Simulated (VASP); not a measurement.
# H17ClO8 in VASP: further runs, part 2 of 2

VASP 6.6.1.

### 3 Single point, PBE+D3(BJ)

This run uses another cell than the first one, of 5.32 Å³/atom.

INCAR reads:

```
SYSTEM = H17ClO8
PREC = Accurate ; ENCUT = 520
EDIFF = 1E-6 ; ISMEAR = -1
SIGMA = 0.02 ; LREAL = Auto
LASPH = .True. ; NELM = 100
ALGO = Normal ; ISIF = 2
LWAVE = .False. ; LCHARG = .False.
GGA = PE ; IVDW = 12
NBANDS = 55
```

KPOINTS reads:

```
Automatic mesh
0
Gamma
  1 1 1
  0 0 0
```

POSCAR reads:

```
H17ClO8
1.0
    5.1716640000      0.0000000000      0.0000000000
    0.0000000000      5.1716640000      0.0000000000
    0.0000000000      0.0000000000      5.1716640000
O H Cl
8 17 1
Direct
    0.0733419650     -0.0306284399      0.8979701698
    0.9290046685      0.9051632125      0.3297778046
    0.5588916836      0.0862585040      0.1555978888
    0.8284374236      0.4881214247      0.1304995839
   -0.0545472405      0.5353209335      0.6772868462
    0.6137096300      1.0887404905      0.7263812962
    0.1917757998      0.2459169815      0.3816759944
    0.3488432350      0.5099519226     -0.0762230493
   -0.1059813631     -0.0157202788      0.8142446996
    0.1390074839     -0.2178989200      0.8837967818
    0.7859365960      0.9992335156      0.2373317369
    0.9897008004      0.7281988930      0.2327490726
    0.4987756358      0.1254915246     -0.0094940429
    0.4301903604      0.1187045407      0.2758493205
    1.2718923735      0.3919241467      0.2464390571
    0.7053822522      0.5651952640      0.2493394776
   -0.0004447311      0.5242413274      0.8593559056
    0.0904157733      0.3578538745      0.5292107144
    0.6851373175      1.0703904971      0.5640737681
    0.4522335558      0.9870324136      0.6798972246
   -0.0772478645      0.6999294618      0.6109058903
    0.0894876388      0.0403931887      0.3340124184
    0.7963394374      0.2986466251      0.1021141358
    0.3593814293      0.3931423232     -0.2363069217
    0.5237579239      0.5665487936     -0.0298356583
    0.4320272933      0.7084566979      0.4235387295
```

Potentials or basis: VASP PAW PBE potentials, release 64 (O, H, Cl).

The run is started by

```
$ cat potpaw_PBE.64/O/POTCAR potpaw_PBE.64/H/POTCAR potpaw_PBE.64/Cl/POTCAR > POTCAR
$ mpirun -np 1 vasp_gam > vasp.out
```

OUTCAR:

```text
SYSTEM = H17ClO8
   PREC = Accurate
   ENCUT = 520
   EDIFF = 1E-6
   ISMEAR = -1
   LREAL = Auto
   LASPH = .True.
   NELM = 100
   ISIF = 2
   GGA = PE
   IVDW = 12
 IVDW          = 12

 ion  position               nearest neighbor table
   1  0.073  0.969  0.898-   9 1.03  10 1.03
   2  0.929  0.905  0.330-  11 1.01  22 1.09  12 1.09
   3  0.559  0.086  0.156-  14 0.93  13 0.93  11 1.33
   4  0.828  0.488  0.130-  16 0.97  23 1.00
   5  0.945  0.535  0.677-  21 0.93  17 0.98  18 1.41
   6  0.614  0.089  0.726-  19 0.92  20 1.02
   7  0.192  0.246  0.382-  18 1.09  15 1.11  22 1.21
   8  0.349  0.510  0.924-  25 0.98  24 1.03
   9  0.894  0.984  0.814-   1 1.03
  10  0.139  0.782  0.884-   1 1.03
  11  0.786  0.999  0.237-   2 1.01   3 1.33
  12  0.990  0.728  0.233-   2 1.09
  13  0.499  0.125  0.991-   3 0.93
  14  0.430  0.119  0.276-   3 0.93
  15  0.272  0.392  0.246-   7 1.11
  16  0.705  0.565  0.249-   4 0.97
  17  1.000  0.524  0.859-   5 0.98
  18  0.090  0.358  0.529-   7 1.09   5 1.41
  19  0.685  0.070  0.564-   6 0.92
  20  0.452  0.987  0.680-   6 1.02
  21  0.923  0.700  0.611-   5 0.93
  22  0.089  0.040  0.334-   2 1.09   7 1.21
  23  0.796  0.299  0.102-   4 1.00
  24  0.359  0.393  0.764-   8 1.03
  25  0.524  0.567  0.970-   8 0.98
  26  0.432  0.708  0.424-

  LATTYP: Found a simple cubic cell.
 ALAT       =     5.1716640000

  Lattice vectors:

 A1 = (   5.1716640000,   0.0000000000,   0.0000000000)
 A2 = (   0.0000000000,   5.1716640000,   0.0000000000)
 A3 = (   0.0000000000,   0.0000000000,   5.1716640000)

Analysis of symmetry for initial positions (statically):
=====================================================================
 Subroutine PRICEL returns:
 Original cell was already a primitive cell.

 Routine SETGRP: Setting up the symmetry group for a
 simple cubic supercell.

 Subroutine GETGRP returns: Found  1 space group operations
 (whereof  1 operations were pure point group operations)
 out of a pool of 48 trial point group operations.

The static configuration has the point symmetry C_1 .

Analysis of symmetry for dynamics (positions and initial velocities):
=====================================================================
 Subroutine PRICEL returns:
 Original cell was already a primitive cell.

 Routine SETGRP: Setting up the symmetry group for a
 simple cubic supercell.

 Subroutine GETGRP returns: Found  1 space group operations
 (whereof  1 operations were pure point group operations)
 out of a pool of 48 trial point group operations.

The dynamic configuration has the point symmetry C_1 .

 Subroutine INISYM returns: Found  1 space group operations
 (whereof  1 operations are pure point group operations),
 and found     1 'primitive' translations

----------------------------------------------------------------------------------------

                                     Primitive cell

  volume of cell :     138.3219

  direct lattice vectors                    reciprocal lattice vectors
     5.171664000  0.000000000  0.000000000     0.193361363  0.000000000  0.000000000
     0.000000000  5.171664000  0.000000000     0.000000000  0.193361363  0.000000000
     0.000000000  0.000000000  5.171664000     0.000000000  0.000000000  0.193361363

[... 83 lines left out ...]

 Found      1 irreducible k-points:

 Following reciprocal coordinates:
            Coordinates               Weight
  0.000000  0.000000  0.000000      1.000000
   k-points           NKPTS =      1   k-points in BZ     NKDIM =      1   number of bands    NBANDS=     55
   number of dos      NEDOS =    301   number of ions     NIONS =     26
   total plane-waves  NPLWV =  64000
   dimension x,y,z NGX =    40 NGY =   40 NGZ =   40
   dimension x,y,z NGXF=    80 NGYF=   80 NGZF=   80
   ions per type =               8  17   1
   NGX,Y,Z   is equivalent  to a cutoff of  12.86, 12.86, 12.86 a.u.
   NGXF,Y,Z  is equivalent  to a cutoff of  25.72, 25.72, 25.72 a.u.
 SYSTEM =  H17ClO8
   PREC   = accura    normal or accurate (medium, high low for compatibility)
   ISTART =      0    job   : 0-new  1-cont  2-samecut
   ICHARG =      2    charge: 1-file 2-atom 10-const
   ISPIN  =      1    spin polarized calculation?
   LNONCOLLINEAR =      F non collinear calculations
   LSORBIT =      F    spin-orbit coupling
   LASPH  =      T    aspherical Exc in radial PAW
   ENCUT  =  520.0 eV  38.22 Ry    6.18 a.u.   9.62  9.62  9.62*2*pi/ulx,y,z
   NELM   =    100;   NELMIN=  2; NELMDL= -5     # of ELM steps
   EDIFF  = 0.1E-05   stopping-criterion for ELM
   LREAL  =      T    real-space projection
   EDIFFG = 0.1E-04   stopping-criterion for IOM
   NSW    =      0    number of steps for IOM
   IBRION =     -1    ionic relax: 0-MD 1-quasi-New 2-CG
   NFREE  =      0    steps in history (QN), initial steepest desc. (CG)
   ISIF   =      2    stress and relaxation
   ISYM   =      2    0-nonsym 1-usesym 2-fastsym
   POTIM  = 0.5000    time-step for ionic-motion
   TEBEG  =    0.0;   TEEND  =   0.0 temperature during run
   PSTRESS=    0.0 pullay stress
   NELECT =      72.0000    total number of electrons
   NUPDOWN=      -1.0000    fix difference up-down
   EMIN   =  10.00;   EMAX   =-10.00  energy-range for DOS
   EFERMI =   0.00;   METHOD = LEGACY
   ISMEAR =    -1;   SIGMA  =   0.02  broadening in eV -4-tet -1-fermi 0-gaus
   EFERMI_NEDOS =   21; number of points for ismear=-14 and -15
   IALGO  =     38    algorithm
   IMIX   =      4    mixing-type and parameters
     AMIX     =   0.40;   BMIX     =  1.00
     AMIX_MAG =   1.60;   BMIX_MAG =  1.00
  volume/ion in A,a.u.               =       5.32        35.90
  Fermi-wavevector in a.u.,A,eV,Ry     =   1.316908  2.488595 23.595851  1.734246
  Thomas-Fermi vector in A             =   2.446987
   LORBIT       =      0    0 simple, 1 ext, 2 COOP (PROOUT), +10 PAW based schemes
   GGA     = PE    functional components
   LHFCALC =     F    Hartree Fock is set to
   AEXX    =    0.0000 exact exchange contribution
   IVDW    =    12    specifies the selected vdW correction
   LEPSILON=     F    determine dielectric tensor
   LRPA    =     F    only Hartree local field effects (RPA)
 non-spin polarized calculation
  energy-cutoff  :      520.00
  volume of cell :      138.32
 maximum number of plane-waves:      1872
 NGX is ok and might be reduce to    40
   NGX = 19   NGY = 19   NGZ = 19

 number of electron      71.9999998 magnetization

 Free energy of the ion-electron system (eV)
  ---------------------------------------------------
  ext. energy  EPLUGINS =         0.00000000
  ---------------------------------------------------
  free energy    TOTEN  =      -114.87681115 eV

  energy without entropy =     -114.87681115  energy(sigma->0) =     -114.87681115

 E-fermi :   2.5165     XC(G=0): -10.2118

 val. band max:        1.9710683028   @ k =   0.0000   0.0000   0.0000
 cond. band min:       6.5597281706   @ k =   0.0000   0.0000   0.0000
 fundamental gap:      4.5886598678
 Fermi energy:         2.5164871434

 k-point     1 :       0.0000    0.0000    0.0000
  band No.  band energies     occupation
      1     -20.6500      2.00000
      2     -19.3177      2.00000
      3     -18.9937      2.00000
      4     -18.6662      2.00000
      5     -18.2436      2.00000
      6     -17.9500      2.00000
[... 40 lines left out ...]
     47      12.6774      0.00000
     48      13.1333      0.00000
 [bands above 48 left out]

------------------------ aborting loop because EDIFF is reached ----------------------------------------

 Edisp (eV)   -2.05753

 E8    (eV) :    -0.4589

  FORCE on cell =-STRESS in cart. coord.  units (eV):
  Direction    XX          YY          ZZ          XY          YZ          ZX
  --------------------------------------------------------------------------------------
  -------------------------------------------------------------------------------------
  Total      21.21477    16.10073    30.85765     3.97384    -3.76399    -1.37758
  in kB     245.72994   186.49413   357.42307    46.02882   -43.59813   -15.95643
  external pressure =      263.22 kB  Pullay stress =        0.00 kB

 VOLUME and BASIS-vectors are now :
 -----------------------------------------------------------------------------
  energy-cutoff  :      520.00
  volume of cell :      138.32
      direct lattice vectors                 reciprocal lattice vectors
     5.171664000  0.000000000  0.000000000     0.193361363  0.000000000  0.000000000
     0.000000000  5.171664000  0.000000000     0.000000000  0.193361363  0.000000000
     0.000000000  0.000000000  5.171664000     0.000000000  0.000000000  0.193361363

 POSITION                                       TOTAL-FORCE (eV/Angst)
 -----------------------------------------------------------------------------------
      0.37930      5.01326      4.64400         0.450989     -0.635067     -1.269763
      4.80450      4.68120      1.70550         1.473379     -3.247288      0.857597
      2.89040      0.44610      0.80470         2.526453     -0.115229     -0.825385
      4.28440      2.52440      0.67490         1.249644     -0.833526     -1.088381
      4.88956      2.76850      3.50270        -0.080865     -4.064190      0.050390
      3.17390      0.45894      3.75660        -1.204577      0.179120     -0.156006
[... 18 lines left out ...]
      2.70870      2.93000      5.01736         0.036983     -0.176899     -0.463767
      2.23430      3.66390      2.19040        -0.429852     -0.861627      0.899833
 -----------------------------------------------------------------------------------
    total drift:                                0.002165      0.005804     -0.008487

  FREE ENERGIE OF THE ION-ELECTRON SYSTEM (eV)
  ---------------------------------------------------
  free  energy   TOTEN  =      -116.9343405158 eV

  energy  without entropy=     -116.9343405158  energy(sigma->0) =     -116.93434052
```

It took 29 s on 1 thread of AMD EPYC 7R13, shared host; peak memory 0.24 GiB.

Results:

```yaml
Free_energy: -116.9343 eV
Pressure: 26.3 GPa
Largest_force: 4.065 eV/Å
Dispersion_energy_per_atom: -0.079 eV
```

Forces in eV/Å, atoms in the order of the input:
```
O    0.451 -0.635 -1.270
O    1.473 -3.247  0.858
O    2.526 -0.115 -0.825
O    1.250 -0.834 -1.088
O   -0.081 -4.064  0.050
O   -1.205  0.179 -0.156
O    1.124  3.168 -0.016
O   -0.248 -1.526 -0.770
H    1.433 -0.316  1.013
H   -0.048  2.159  0.064
H   -0.697 -0.764 -0.760
H   -1.095  2.102  1.132
H   -0.684  0.620 -1.323
H   -1.981  0.373  2.194
H   -1.613 -1.745  1.731
H   -1.316 -0.178  1.123
H   -0.661  0.220 -0.504
H    0.178 -0.048 -1.101
H    1.640  0.225 -2.190
H    0.435 -0.229  0.376
H   -0.232  2.359 -1.098
H   -0.487  0.331  0.003
H   -0.270  1.424  0.590
H    0.499  1.579  1.532
H    0.037 -0.177 -0.464
Cl  -0.430 -0.862  0.900
```

Stress tensor (GPa, compression positive):
```
24.57  4.60 -1.60
 4.60 18.65 -4.36
-1.60 -4.36 35.74
```

Caveat: the k points lie up to 1.21 Å⁻¹ apart, too coarse for converged energies, forces and pressures; the atoms stand as in a frame of molecular dynamics.

### 4 Single point, PBE+D3(BJ)

This run uses another cell than the first one, of 7.06 Å³/atom.

INCAR reads:

```
SYSTEM = H17ClO8
  PREC = Accurate
  ENCUT = 520
  EDIFF = 1E-6
  ISMEAR = -1
  SIGMA = 0.02
  LREAL = Auto
  LASPH = .True.
  NELM = 80
  ALGO = Normal
  ISIF = 2
  LWAVE = .False.
  LCHARG = .False.
  GGA = PE
  IVDW = 12
  NBANDS = 55
```

KPOINTS is that of step 3.

POSCAR reads:

```
H17ClO8
1.0
    5.6830050000      0.0000000000      0.0000000000
    0.0000000000      5.6830050000      0.0000000000
    0.0000000000      0.0000000000      5.6830050000
O H Cl
8 17 1
Direct
    0.1410345407      0.1400843392      0.8916585504
    0.8786196739      0.8955121454      0.3027623590
    0.5909373650      0.1434628335      0.1393276972
    0.7954946371      0.5042402743      0.2204819457
   -0.1213442536      0.4836349783      0.6857991503
    0.6823150780      0.9899340226      0.7550406871
    0.1580853791      0.2322714831      0.3704906119
    0.3749072894      0.5098710981     -0.1055779469
    0.2602496391      0.0358789056      0.8253731960
    0.2350692987      0.2510291650      0.9865379320
    0.6682028258      1.0147976291      0.2178600934
    0.8862212861      0.7230681655      0.3053842113
    0.6099589918      0.1122821465     -0.0333274386
    0.3349988254      0.2562376771      0.3558328736
    1.1226103092      0.3565543229      0.2454687265
    0.6442894208      0.5246872033      0.3222766828
   -0.0902515483      0.3975361626      0.8386760174
   -0.0031673384      0.3796582970      0.5671647306
    0.8280302410      0.9888430505      0.6517854551
    0.5688011888      0.9316022069      0.6432160450
   -0.0876472922      0.6695577428      0.7211677625
    0.0278021927     -0.0506774145      0.2515570548
    0.7066859874      0.3419493736      0.1629947537
    0.3573989465      0.5320248706     -0.2715640757
    0.4910958199      0.6130031559     -0.0390286477
    0.3568358641      0.7126511414      0.4474921278
```

Potentials or basis: VASP PAW PBE potentials, release 64 (O, H, Cl).

The run is started by

```
$ cat potpaw_PBE.64/O/POTCAR potpaw_PBE.64/H/POTCAR potpaw_PBE.64/Cl/POTCAR > POTCAR
$ mpirun -np 1 vasp_gam > vasp.out
```

OUTCAR:

```text
SYSTEM = H17ClO8
   PREC = Accurate
   ENCUT = 520
   EDIFF = 1E-6
   ISMEAR = -1
   LREAL = Auto
   LASPH = .True.
   NELM = 80
   ISIF = 2
   GGA = PE
   IVDW = 12
 IVDW          = 12

 ion  position               nearest neighbor table
   1  0.141  0.140  0.892-   9 0.98  10 0.99
   2  0.879  0.896  0.303-  22 0.95  12 0.98
   3  0.591  0.143  0.139-  11 0.96  13 1.00  23 1.31
   4  0.795  0.504  0.220-  16 1.04  23 1.10
   5  0.879  0.484  0.686-  17 1.01  21 1.09  18 1.12
[... 297 lines left out ...]
  -------------------------------------------------------------------------------------
  Total       4.86328     9.58664     8.31416     3.12784    -1.69234     6.10690
  in kB      42.45272    83.68411    72.57626    27.30363   -14.77286    53.30863
  external pressure =       66.24 kB  Pullay stress =        0.00 kB

 VOLUME and BASIS-vectors are now :
 -----------------------------------------------------------------------------
  energy-cutoff  :      520.00
  volume of cell :      183.54
      direct lattice vectors                 reciprocal lattice vectors
     5.683005000  0.000000000  0.000000000     0.175963245  0.000000000  0.000000000
     0.000000000  5.683005000  0.000000000     0.000000000  0.175963245  0.000000000
     0.000000000  0.000000000  5.683005000     0.000000000  0.000000000  0.175963245

 POSITION                                       TOTAL-FORCE (eV/Angst)
 -----------------------------------------------------------------------------------
      0.80150      0.79610      5.06730        -0.374964     -0.762255      0.154005
      4.99320      5.08920      1.72060        -0.371167      0.239504      1.817377
      3.35830      0.81530      0.79180        -2.457854      2.198931     -0.735810
      4.52080      2.86560      1.25300        -2.803653     -1.607926     -0.008662
      4.99341      2.74850      3.89740         1.709463      0.872867      1.130999
      3.87760      5.62580      4.29090         2.178609     -0.452849     -1.193530
[... 18 lines left out ...]
      2.79090      3.48370      5.46120         0.437191      0.406602     -0.034747
      2.02790      4.05000      2.54310         0.223447      0.692456     -0.195624
 -----------------------------------------------------------------------------------
    total drift:                               -0.016002     -0.002958     -0.000757

  FREE ENERGIE OF THE ION-ELECTRON SYSTEM (eV)
  ---------------------------------------------------
  free  energy   TOTEN  =      -120.4352788256 eV

  energy  without entropy=     -120.4352788256  energy(sigma->0) =     -120.43527883
```

OSZICAR:

```text
N       E                     dE             d eps       ncg     rms          rms(c)
DAV:   1     0.578646088904E+03    0.57865E+03   -0.42436E+04   110   0.127E+03
DAV:   2    -0.843353530758E+02   -0.66298E+03   -0.64101E+03   141   0.322E+02
DAV:   3    -0.129632770270E+03   -0.45297E+02   -0.45030E+02   132   0.871E+01
DAV:   4    -0.130187473375E+03   -0.55470E+00   -0.55332E+00   132   0.106E+01
DAV:   5    -0.130193596559E+03   -0.61232E-02   -0.61221E-02   140   0.112E+00    0.208E+01
DAV:   6    -0.119175903274E+03    0.11018E+02   -0.30024E+01   124   0.256E+01    0.790E+00
DAV:   7    -0.118974047210E+03    0.20186E+00   -0.17307E+00   140   0.658E+00    0.503E+00
DAV:   8    -0.118893000954E+03    0.81046E-01   -0.41504E-01   140   0.368E+00    0.764E-01
DAV:   9    -0.118891287103E+03    0.17139E-02   -0.55464E-02   132   0.125E+00    0.406E-01
DAV:  10    -0.118893576101E+03   -0.22890E-02   -0.11674E-02   124   0.492E-01    0.167E-01
DAV:  11    -0.118893931794E+03   -0.35569E-03   -0.67120E-04   140   0.170E-01    0.938E-02
DAV:  12    -0.118894308566E+03   -0.37677E-03   -0.54496E-04   124   0.139E-01    0.222E-02
DAV:  13    -0.118894324312E+03   -0.15746E-04   -0.69161E-05   140   0.439E-02    0.103E-02
DAV:  14    -0.118894327676E+03   -0.33642E-05   -0.12846E-05   124   0.174E-02    0.452E-03
DAV:  15    -0.118894328059E+03   -0.38338E-06   -0.12763E-06   124   0.782E-03
   1 F= -.12043528E+03 E0= -.12043528E+03  d E =-.428617E-10
```

Wall time 38 s (1 thread of AMD EPYC 7R13, shared host); peak memory 0.21 GiB.

Results:

- Free energy: -120.4353 eV
- Pressure: 6.6 GPa
- Largest force: 3.432 eV/Å
- Dispersion energy per atom: -0.059 eV

Forces in eV/Å, atoms in the order of the input:
```
O   -0.375 -0.762  0.154
O   -0.371  0.240  1.817
O   -2.458  2.199 -0.736
O   -2.804 -1.608 -0.009
O    1.709  0.873  1.131
O    2.179 -0.453 -1.194
O    0.843  2.807 -1.043
O   -0.405 -0.915  2.298
H   -0.401  0.041 -0.069
H    0.283 -0.210 -0.815
H    1.339 -1.203  0.670
H   -0.086 -0.410 -0.592
H    0.057 -0.167  0.263
H   -0.969 -0.770  0.618
H   -0.596 -0.992  1.587
H    1.530  0.864 -0.642
H   -0.105  0.526 -0.820
H   -0.199  1.328  0.224
H   -0.944  0.432  0.532
H   -1.105 -0.774 -0.877
H   -0.226 -3.289 -0.955
H    1.198  0.778 -0.275
H    0.971 -0.212  0.154
H    0.275  0.578 -1.191
H    0.437  0.407 -0.035
Cl   0.223  0.692 -0.196
```

Stress tensor (GPa, compression positive):
```
 4.25  2.73  5.33
 2.73  8.37 -1.48
 5.33 -1.48  7.26
```

Levels at points of the mesh, in eV from the Fermi level:
| k point | band 32 | band 33 | band 34 | band 35 | band 36 | band 37 | band 38 | band 39 | band 40 | band 41 |
| --- | --- | --- | --- | --- | --- | --- | --- | --- | --- | --- |
| (0.00, 0.00, 0.00) | -1.22 | -0.94 | -0.84 | -0.65 | -0.48 | 3.35 | 6.01 | 7.07 | 7.32 | 7.58 |

Caveat: the k points lie up to 1.11 Å⁻¹ apart, too coarse for converged energies, forces and pressures; the atoms stand as in a frame of molecular dynamics.

### 5 The runs side by side

| cell | pressure (GPa) | largest force (eV/Å) |
| --- | --- | --- |
| a = 5.055 Å, 26 atoms, atomic positions A | 57.0 | 5.05 |
| a = 5.172 Å, 26 atoms, atomic positions B | 26.3 | 4.07 |
| a = 5.683 Å, 26 atoms, atomic positions C | 6.6 | 3.43 |

Alike in all rows: task single point; level PBE+D3(BJ); potentials or basis VASP PAW PBE potentials, release 64 (O, H, Cl); no spin polarisation; k mesh 1 × 1 × 1; cutoff (eV) 520; smearing fermi-dirac 0.02 eV.

Caveats: all runs use coarse meshes; the atoms stand as in a frame of molecular dynamics.

Absolute energies hang on the potentials; compare differences alone.
